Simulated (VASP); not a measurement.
Wanted: the native input for a VASP 6.6.1 run.

```yaml
Task: single point
Functional: PBE
Potentials_or_basis: VASP PAW PBE potentials, release 64 (Ga_d, N)
Cutoff: 520 eV
k_mesh: 17 × 17 × 17
Occupations: fermi-dirac, width 0.05 eV
Spin: no spin polarisation
Dipole_correction: no
Further_INCAR_settings: ALGO = Normal; EDIFF = 1e-06; NBANDS = 16
```

The structure of GaN (zincblende type) lies in POSCAR:

```
GaN
1.0
    0.0000000000      2.1112251053      2.1112251053
    2.1112251053      0.0000000000      2.1112251053
    2.1112251053      2.1112251053      0.0000000000
Ga N
1 1
Direct
    0.0000000000      0.0000000000      0.0000000000
    0.2500000000      0.2500000000      0.2500000000
```

This cell differs from its parent crystal: volume scaled by 0.8.

These files were run (other wordings do the same):

INCAR

```
PREC = Accurate
ENCUT = 520
EDIFF = 1E-6
ISMEAR = -1
SIGMA = 0.05
LREAL = False
LASPH = True
NELM = 100
ALGO = Normal
ISIF = 2
LWAVE = False
LCHARG = False
GGA = PE
NBANDS = 16
```

KPOINTS

```
regular mesh
0
Gamma
  17 17 17
```

Potentials or basis: VASP PAW PBE potentials, release 64 (Ga_d, N).

Launch:

```console
$ cat potpaw_PBE.64/Ga_d/POTCAR potpaw_PBE.64/N/POTCAR > POTCAR
$ mpirun -np 1 vasp_std > vasp.out
```

Results of the run:

```
Pressure               : 62.0 GPa
Band gap on the k mesh : 2.98 eV, direct
```

It took 20 s on 1 thread of Intel Xeon 6975P-C, on a shared host, peak memory 0.18 GiB.
